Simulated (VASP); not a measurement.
# K: single point with PBEsol

K:

```
CELL_PARAMETERS angstrom
4.72836 0.00000 0.00000
-2.36418 4.09488 0.00000
0.00000 0.00000 15.56727
ATOMIC_POSITIONS crystal
K 0.00000 0.00000 0.00000
K 0.33333 0.66667 0.75000
K 0.00000 0.00000 0.50000
K 0.66667 0.33333 0.25000
```

| Property | Result |
| --- | --- |
| Program | VASP 6.6.1 |
| Task | single point |
| Functional | PBEsol |
| Potentials or basis | VASP PAW PBE potentials, release 64 (K_sv) |
| Cutoff | 520 eV |
| k mesh | 6 × 6 × 2 |
| Occupations | methfessel-paxton, width 0.15 eV |
| Spin | no spin polarisation |
| Dipole correction | no |
| Further INCAR settings | ALGO = Normal; EDIFF = 1e-06; NBANDS = 26 |

```yaml
Pressure: -0.2 GPa
Band_gap_on_the_k_mesh: zero (band 18 reaches 0.68 eV, above the bottom of band 19 at -1.65 eV)
```

Stress tensor (GPa, compression positive):
```
-0.10  0.00  0.00
 0.00 -0.10  0.00
 0.00  0.00 -0.41
```

Levels at points of the mesh, in eV from the Fermi level:
| k point | band 14 | band 15 | band 16 | band 17 | band 18 | band 19 | band 20 | band 21 | band 22 | band 23 |
| --- | --- | --- | --- | --- | --- | --- | --- | --- | --- | --- |
| (0.00, 0.00, 0.00) | -15.50 | -15.50 | -15.50 | -2.11 | -1.41 | -1.41 | 0.31 | 0.54 | 2.70 | 2.71 |
| (0.50, 0.00, 0.00) | -15.51 | -15.51 | -15.51 | 0.18 | 0.24 | 0.65 | 0.66 | 0.83 | 0.86 | 1.80 |
| (0.00, 0.00, 0.50) | -15.50 | -15.50 | -15.50 | -1.93 | -1.93 | -0.61 | -0.61 | 1.57 | 1.57 | 3.70 |
| (0.50, 0.00, 0.50) | -15.51 | -15.51 | -15.51 | 0.30 | 0.30 | 0.40 | 0.40 | 1.24 | 1.24 | 1.50 |

It took 2.9 min on 1 thread of Oxide Virtual Turin-like Processor (shared host), peak memory 0.38 GiB.

Caveat: the PAW data sets were made with another functional, which shifts forces and pressure a little.
